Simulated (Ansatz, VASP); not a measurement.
## Two plane-wave programs on ZrB2

Contents of POSCAR:

```
ZrB2
1.0
    3.1700000000      0.0000000000      0.0000000000
   -1.5850000000      2.7453005300      0.0000000000
    0.0000000000      0.0000000000      3.5330000000
Zr B
1 2
Direct
    0.0000000000      0.0000000000      0.0000000000
    0.6666666667      0.3333333333      0.5000000000
    0.3333333333      0.6666666667      0.5000000000
```

INCAR.step1

```
ALGO = Normal ; EDIFF = 1E-5
ENCUT = 520 ; GGA = PE
ISIF = 2 ; ISMEAR = -1
LASPH = T ; LCHARG = F
LREAL = F ; LWAVE = T
NBANDS = 16 ; NELM = 80
PREC = Accurate ; SIGMA = 0.05
```

File INCAR.step2:

```
AEXX = 0.15 ; ALGO = Normal
EDIFF = 1E-6 ; ENCUT = 520
GGA = PE ; HFSCREEN = 0.2078699
ISIF = 2 ; ISMEAR = -1
ISTART = 1 ; LASPH = T
LCHARG = F ; LHFCALC = T
LREAL = F ; LWAVE = F
NBANDS = 16 ; NELM = 80
PREC = Accurate ; PRECFOCK = Normal
SIGMA = 0.05
```

The input KPOINTS:

```
k-points
0
Gamma
  6 6 4
```

Contents of input.yaml:

```yaml
crystal:
  lattice:
    - [3.17, 0.0, 0.0]
    - [-1.585, 2.74530053, 0.0]
    - [0.0, 0.0, 3.533]
  atoms:
    - { symbol: Zr, position: [0.0, 0.0, 0.0] }
    - { symbol: B, position: [0.6666666667, 0.3333333333, 0.5] }
    - { symbol: B, position: [0.3333333333, 0.6666666667, 0.5] }
hamiltonian:
  xc:
    exchange: pbe
    correlation: pbe
    exx: { coeff: 0.15, omega: 0.2078699 }
  pseudopotentials: { kind: paw }
kpoints:
  mp_grid: { grid: [6, 6, 4] }
scf:
  occupations: { method: fermi_dirac, width: 0.05 }
output:
  forces: true
  stress: true
  eigenvalues: true
```

Alike in both runs: task single point; functional PBE-based screened hybrid; k mesh 6 × 6 × 4; occupations fermi-dirac, width 0.05 eV; no spin polarisation.

|  | VASP | Ansatz |
| --- | --- | --- |
| version | VASP 6.6.1 | Ansatz 0.2.0 |
| potentials or method | VASP PAW PBE potentials, release 64 (Zr_sv, B) | Ansatz PAW |
| plane-wave cutoff (eV) | 520 | 420 |
| valence electrons in the cell | 18 | 18 |

VASP gave:

```
gap on the k mesh at the Fermi level (eV)                     : none
pressure (GPa)                                                : -0.8
traceless stress, the component that is largest in VASP (GPa) : -1.29
```

Estimate Ansatz's values.

gap on the k mesh at the Fermi level (eV): none; pressure (GPa): -0.9; traceless stress, the component that is largest in VASP (GPa): -1.32.

VASP's potentials were made for PBE, not for PBE-based screened hybrid. A gap of «none» marks a metal or a gap that the smearing closes. The functional is the same, so the differences come from potentials, cutoffs and numerics.

The k mesh is coarse, so the values compare programs but aren't converged.
